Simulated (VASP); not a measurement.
Here is a VASP 6.6.1 calculation.

The input INCAR:

```
ALGO = Normal
EDIFF = 1E-6
ENCUT = 520
ISIF = 2
ISMEAR = 0
LASPH = True
LCHARG = True
LELF = True
LREAL = False
LVHAR = True
LWAVE = False
NBANDS = 11
NELM = 100
PREC = Accurate
SIGMA = 0.01
```

File KPOINTS:

```
k-points
0
Gamma
  8 8 8
```

Contents of POSCAR:

```
BeS
1.0
    2.3691650403      2.3691650403      0.0000000000
   -2.3691650403      2.3691650403      0.0000000000
    0.0000000000      2.3691650403      2.3691650403
Be S
1 1
Direct
    0.0000000000      0.0000000000      0.0000000000
    0.7500000000      0.2500000000      0.5000000000
```

Potentials or basis: VASP PAW LDA potentials, release 64 (Be, S).

Launch:

```console
$ cat potpaw_LDA.64/Be/POTCAR potpaw_LDA.64/S/POTCAR > POTCAR
$ mpirun -np 1 vasp_std > vasp.out
```

Question: Predict the band gap on the k mesh.

Answer: 2.75 eV, indirect (least direct gap 5.51 eV).

Question: Estimate the pressure.

Answer: 4.0 GPa.

A k mesh can miss the band edges.
